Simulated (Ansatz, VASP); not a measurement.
Two plane-wave programs on Ag

INCAR

```
SYSTEM = Ag
ALGO = Fast ; EDIFF = 1E-6
ENCUT = 520 ; GGA = PS
ISIF = 2 ; ISMEAR = 0
LASPH = .TRUE. ; LCHARG = .FALSE.
LREAL = .FALSE. ; LWAVE = .FALSE.
NBANDS = 12 ; NELM = 100
PREC = Accurate ; SIGMA = 0.15
```

Contents of KPOINTS:

```
k-points
0
G
  20 20 20
  0 0 0
```

POSCAR

```
Ag
1.0
   -1.6556540000      1.5935669750      1.5935669750
    1.6556540000     -1.7177410250      1.7177410250
    1.6556540000      1.7177410250     -1.7177410250
Ag
1
Direct
    0.0000000000      0.0000000000      0.0000000000
```

Input for Ansatz:

```yaml
crystal:
  lattice:
    - [-1.655654, 1.593566975, 1.593566975]
    - [1.655654, -1.717741025, 1.717741025]
    - [1.655654, 1.717741025, -1.717741025]
  atoms:
    - { symbol: Ag, position: [0.0, 0.0, 0.0] }
basis:
  ecutwfc: 420
kpoints:
  mp_grid: { grid: [20, 20, 20] }
hamiltonian:
  xc: pbesol
scf:
  occupations: { method: gaussian, width: 0.15 }
output:
  forces: true
  stress: true
  eigenvalues: true
```

Change from the starting cell: strain -0.0750 x Voigt [0, 0, 0, 1, 0, 0], atoms carried along.

Alike in both runs: task single point; functional PBEsol; k mesh 20 × 20 × 20; occupations gaussian, width 0.15 eV; no spin polarisation.

|  | VASP | Ansatz |
| --- | --- | --- |
| version | VASP 6.6.1 | Ansatz 0.2.0 |
| potentials or method | VASP PAW PBE potentials, release 64 (Ag), cutoff 520 eV | scalar-relativistic, plane waves, PAW |
| valence electrons in the cell | 11 | 19 |

```csv
,VASP,Ansatz,Ansatz less VASP
gap on the k mesh at the Fermi level (eV),none,none,-
pressure (GPa),-6.8,-6.7,+0.05
"traceless stress, the component that is largest in VASP (GPa)",3.07,3.09,+0.022
```

VASP's potentials were made for PBE, not for PBEsol. A gap of «none» marks a metal or a gap that the smearing closes. VASP's potentials hold 11 valence electrons a cell and Ansatz's 19, so a difference there can come from the potentials and not from the codes.
